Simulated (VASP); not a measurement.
Crystal: FeO.

```
Fe O
1.0
     1.51768    0.87623    2.51579
    -1.51768    0.87623    2.51579
     0.00000   -1.75247    2.51579
Fe O
1 1
Direct
  0.00000 0.00000 0.00000
  0.50000 0.50000 0.50000
```

Base run:

```yaml
Program: VASP 6.6.1
Functional: PBEsol
Potentials_or_basis: VASP PAW PBE potentials, release 64 (Fe, O)
Cutoff: 600 eV
k_mesh: 8 × 8 × 8
Occupations: gaussian, width 0.05 eV
Spin: non-collinear spin, typed start, spin-orbit coupling
Starting_moments: "[[0.0, 0.0, 4.0], [0.0, 0.0, 0.0]] μB"
Hubbard_terms: Fe d U = 6.0 eV
```

Its results: pressure -0.9 GPa; net moment 4.00 μB per cell.

After a change of settings the same cell gave: pressure -24.4 GPa; net moment 0.00 μB per cell. Which change was it?
A. spin from non-collinear spin, typed start, spin-orbit coupling to non-collinear spin, twin_end start, spin-orbit coupling; moments at the start from [0.0, 0.0, 4.0, 0.0, 0.0, 0.0] to [0.0, 0.0, 3.9, -0.0, 0.0, 0.67]
B. spin from non-collinear spin, typed start, spin-orbit coupling to non-collinear spin, zero start, spin-orbit coupling; moments at the start from [0.0, 0.0, 4.0, 0.0, 0.0, 0.0] to [0, 0, 0, 0, 0, 0]
C. spin from non-collinear spin, typed start, spin-orbit coupling to non-collinear spin, twin_end start, spin-orbit coupling; moments at the start from [0.0, 0.0, 4.0, 0.0, 0.0, 0.0] to [0.0, 0.57, 3.86, -0.0, 0.1, 0.66]

B.

Caveats: the PAW data sets were made with another functional, which shifts forces and pressure a little; a cell with one magnetic atom can't hold antiferromagnetic order, which such compounds often take (at least some runs); the cell stands under tension (at least some runs).
